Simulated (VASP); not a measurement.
# InSb (F-43m) in VASP: a series of runs, part 2 of 2

VASP 6.6.1. Earlier steps stand in the parts before.

### Step 4. Single point, PBEsol (volume scaled by 1.04)

The input, INCAR:

```
SYSTEM = InSb
PREC = Accurate ; ENCUT = 520
EDIFF = 1E-6 ; ISMEAR = 0
SIGMA = 0.05 ; LREAL = .FALSE.
LASPH = .TRUE. ; NELM = 100
ALGO = Normal ; ISIF = 2
LWAVE = .FALSE. ; LCHARG = .TRUE.
GGA = PS ; LELF = .TRUE.
LVHAR = .TRUE. ; NBANDS = 16
```

The input, KPOINTS:

```
regular mesh
0
G
  6 6 6
  0 0 0
```

The input, POSCAR:

```
InSb
1.0
    0.0000000000      3.3041003890      3.3041003890
    3.3041003890      0.0000000000      3.3041003890
    3.3041003890      3.3041003890      0.0000000000
In Sb
1 1
Direct
    0.0000000000      0.0000000000      0.0000000000
    0.7500000000      0.7500000000      0.7500000000
```

Potentials or basis: VASP PAW PBE potentials, release 64 (In_d, Sb).

Launch:

```console
$ cat potpaw_PBE.64/In_d/POTCAR potpaw_PBE.64/Sb/POTCAR > POTCAR
$ mpirun -np 1 vasp_std > vasp.out
```

OUTCAR:

```text
SYSTEM = InSb
   PREC = Accurate
   ENCUT = 520
   EDIFF = 1E-6
   ISMEAR = 0
   LREAL = .FALSE.
   LASPH = .TRUE.
   NELM = 100
   ISIF = 2
   GGA = PS

 ion  position               nearest neighbor table
   1  0.000  0.000  0.000-   2 2.86   2 2.86   2 2.86   2 2.86
   2  0.750  0.750  0.750-   1 2.86   1 2.86   1 2.86   1 2.86

  LATTYP: Found a face centered cubic cell.
 ALAT       =     6.6082007780

  Lattice vectors:

 A1 = (   0.0000000000,   3.3041003890,   3.3041003890)
 A2 = (   3.3041003890,   0.0000000000,   3.3041003890)
 A3 = (   3.3041003890,   3.3041003890,   0.0000000000)

Analysis of symmetry for initial positions (statically):
=====================================================================
 Subroutine PRICEL returns:
 Original cell was already a primitive cell.

 Routine SETGRP: Setting up the symmetry group for a
 face centered cubic supercell.

 Subroutine GETGRP returns: Found 24 space group operations
 (whereof 24 operations were pure point group operations)
 out of a pool of 48 trial point group operations.

The static configuration has the point symmetry T_d .

Analysis of symmetry for dynamics (positions and initial velocities):
=====================================================================
 Subroutine PRICEL returns:
 Original cell was already a primitive cell.

 Routine SETGRP: Setting up the symmetry group for a
 face centered cubic supercell.

 Subroutine GETGRP returns: Found 24 space group operations
 (whereof 24 operations were pure point group operations)
 out of a pool of 48 trial point group operations.

The dynamic configuration has the point symmetry T_d .

 Subroutine INISYM returns: Found 24 space group operations
 (whereof 24 operations are pure point group operations),
 and found     1 'primitive' translations

----------------------------------------------------------------------------------------

[... 101 lines left out ...]
   IMIX   =      4    mixing-type and parameters
     AMIX     =   0.40;   BMIX     =  1.00
     AMIX_MAG =   1.60;   BMIX_MAG =  1.00
  volume/ion in A,a.u.               =      36.07       243.42
  Fermi-wavevector in a.u.,A,eV,Ry     =   1.030629  1.947607 14.452061  1.062197
  Thomas-Fermi vector in A             =   2.164737
   LORBIT       =      0    0 simple, 1 ext, 2 COOP (PROOUT), +10 PAW based schemes
   GGA     = PS    functional components
   LHFCALC =     F    Hartree Fock is set to
   AEXX    =    0.0000 exact exchange contribution
   IVDW    =     0    specifies the selected vdW correction
   LEPSILON=     F    determine dielectric tensor
   LRPA    =     F    only Hartree local field effects (RPA)
 non-spin polarized calculation
 Gauss-broadening in eV      SIGMA  =   0.05
  energy-cutoff  :      520.00
  volume of cell :       72.14
 maximum number of plane-waves:      1964
   NGX = 17   NGY = 17   NGZ = 17

 number of electron      18.0000006 magnetization

 Free energy of the ion-electron system (eV)
  ---------------------------------------------------
  ext. energy  EPLUGINS =         0.00000000
  ---------------------------------------------------
  free energy    TOTEN  =        -7.66451539 eV

  energy without entropy =       -7.66415830  energy(sigma->0) =       -7.66433685

 E-fermi :   4.3807     XC(G=0):  -8.6145

 val. band max:        4.3655115855   @ k =   0.0000   0.0000   0.0000
 cond. band min:       4.7354195800   @ k =   0.5000   0.0000   0.0000
 fundamental gap:      0.3699079945
 Fermi energy:         4.3807400381

 k-point     1 :       0.0000    0.0000    0.0000
  band No.  band energies     occupation
      1     -10.0659      2.00000
      2     -10.0659      2.00000
      3     -10.0659      2.00000
      4      -9.9953      2.00000
      5      -9.9953      2.00000
      6      -6.0216      2.00000
[... 281 lines left out ...]
      3     -10.0318      2.00000
      4     -10.0051      2.00000
      5      -9.9911      2.00000
      6      -4.2274      2.00000
[... 8 lines left out ...]
     15      13.8303      0.00000
     16      14.5622      0.00000

------------------------ aborting loop because EDIFF is reached ----------------------------------------

  FORCE on cell =-STRESS in cart. coord.  units (eV):
  Direction    XX          YY          ZZ          XY          YZ          ZX
  --------------------------------------------------------------------------------------
  -------------------------------------------------------------------------------------
  Total       -0.6806071     -0.6806071     -0.6806071     -0.0000000      0.0000000     -0.0000000
  in kB      -15.1153199    -15.1153199    -15.1153199     -0.0000000      0.0000000     -0.0000000
  external PRESSURE =     -15.1153199 kB  Pullay stress =       0.0000000 kB

 VOLUME and BASIS-vectors are now :
 -----------------------------------------------------------------------------
  energy-cutoff  :      520.00
  volume of cell :       72.14
      direct lattice vectors                 reciprocal lattice vectors
     0.000000000  3.304100389  3.304100389    -0.151327121  0.151327121  0.151327121
     3.304100389  0.000000000  3.304100389     0.151327121 -0.151327121  0.151327121
     3.304100389  3.304100389  0.000000000     0.151327121  0.151327121 -0.151327121

 POSITION                                       TOTAL-FORCE (eV/Angst)
 -----------------------------------------------------------------------------------
      0.00000      0.00000      0.00000        -0.000000     -0.000000     -0.000000
      4.95615      4.95615      4.95615         0.000000      0.000000      0.000000
 -----------------------------------------------------------------------------------
    total drift:                                0.000000      0.000000      0.000000

  FREE ENERGIE OF THE ION-ELECTRON SYSTEM (eV)
  ---------------------------------------------------
  free  energy   TOTEN  =        -7.6645153926 eV

  energy  without entropy=       -7.6641583039  energy(sigma->0) =       -7.66433685
```

stdout:

```text
POSCAR found type information on POSCAR InSb
 POSCAR found :  2 types and       2 ions
 scaLAPACK will be used
 -----------------------------------------------------------------------------
|                                                                             |
|                                                                             |
|     You enforced a specific xc type in the INCAR file but a different       |
|     I HOPE YOU KNOW WHAT YOU ARE DOING!                                     |
|                                                                             |
 -----------------------------------------------------------------------------

 LDA part: xc-table for (Slater+PW92), standard interpolation
 POSCAR, INCAR and KPOINTS ok, starting setup
 FFT: planning ... GRIDC
 FFT: planning ... GRID_SOFT
 FFT: planning ... GRID
 WAVECAR not read
 entering main loop
```

Wall time 30 s (1 thread of AMD EPYC 7R13 (Zen 3), shared host); peak memory 0.18 GiB.

What came out:

- Free energy: -7.6645 eV
- Pressure: -1.5 GPa
- Band gap on the k mesh: zero (filled and empty bands touch)

Levels at points of the mesh, in eV from the Fermi level:
```csv
k point,band 5,band 6,band 7,band 8,band 9,band 10,band 11,band 12,band 13,band 14
"(0.00, 0.00, 0.00)",-14.38,-10.40,-0.61,-0.02,-0.02,-0.02,2.92,2.92,2.92,5.49
"(0.50, 0.00, 0.00)",-14.37,-9.17,-5.41,-0.94,-0.94,0.35,3.74,3.74,5.96,7.83
"(0.50, 0.50, 0.00)",-14.37,-8.63,-5.72,-2.11,-2.11,1.27,1.34,7.75,7.75,8.31
```

Caveat: the PAW data sets were made with another functional, which shifts forces and pressure a little; spin-orbit coupling is left out, which moves the levels of the heavy elements.

### Step 5. Single point, PBE+D4 (volume scaled by 1.02)

The input, INCAR:

```
SYSTEM = InSb
ALGO = Normal
EDIFF = 1E-6
ENCUT = 520
GGA = PE
ISIF = 2
ISMEAR = 0
IVDW = 13
LASPH = .TRUE.
LCHARG = .FALSE.
LREAL = .FALSE.
LWAVE = .FALSE.
NBANDS = 16
NELM = 100
PREC = Accurate
SIGMA = 0.05
```

The input, KPOINTS:

```
k-points
0
G
  6 6 6
  0 0 0
```

The input, POSCAR:

```
InSb
1.0
    0.0000000000      3.2929515462      3.2929515462
    3.2929515462      0.0000000000      3.2929515462
    3.2929515462      3.2929515462      0.0000000000
In Sb
1 1
Direct
    0.0000000000      0.0000000000      0.0000000000
    0.7500000000      0.7500000000      0.7500000000
```

Launch:

```console
$ cat potpaw_PBE.64/In_d/POTCAR potpaw_PBE.64/Sb/POTCAR > POTCAR
$ mpirun -np 1 vasp_std > vasp.out
```

Run time: 43 s. Hardware: 1 thread of AMD EPYC 7R13 (Zen 3), shared host; peak memory 0.18 GiB.

It converged, with:

| Quantity | Value |
| --- | --- |
| Free energy | -7.6082 eV |
| Pressure | -0.8 GPa |
| Band gap on the k mesh | zero (filled and empty bands touch) |
| Dispersion energy per atom | -0.340 eV |

Levels at points of the mesh, in eV from the Fermi level:
```
           k point  band 7  band 8  band 9  band 10  band 11  band 12
(0.00, 0.00, 0.00)   -0.48   -0.02   -0.02    -0.02     2.94     2.94
(0.50, 0.00, 0.00)   -5.42   -0.95   -0.95     0.44     3.78     3.78
(0.50, 0.50, 0.00)   -5.73   -2.12   -2.12     1.34     1.41     7.84
```

Caveat: spin-orbit coupling is left out, which moves the levels of the heavy elements; pairwise dispersion overbinds metals, which lowers pressure and volume.

### Step 6. The runs side by side

| level | cell | gap on the mesh (eV) | pressure (GPa) |
| --- | --- | --- | --- |
| revPBE | a = 4.703 Å, angles 60.0°, 2 atoms | none | 0.7 |
| revPBE | a = 4.671 Å, angles 60.0°, 2 atoms | none | 1.5 |
| PBEsol | a = 4.673 Å, angles 60.0°, 2 atoms | none | -1.5 |
| PBE+D4 | a = 4.657 Å, angles 60.0°, 2 atoms | none | -0.8 |

Alike in all rows: task single point; potentials or basis VASP PAW PBE potentials, release 64 (In_d, Sb); no spin polarisation; k mesh 6 × 6 × 6; cutoff (eV) 520; smearing gaussian 0.05 eV.

Caveats: spin-orbit coupling is left out, which moves the levels of the heavy elements; the PAW data sets were made with another functional, which shifts forces and pressure a little (some runs); pairwise dispersion overbinds metals, which lowers pressure and volume (some runs).

Absolute energies hang on the potentials; compare differences alone.
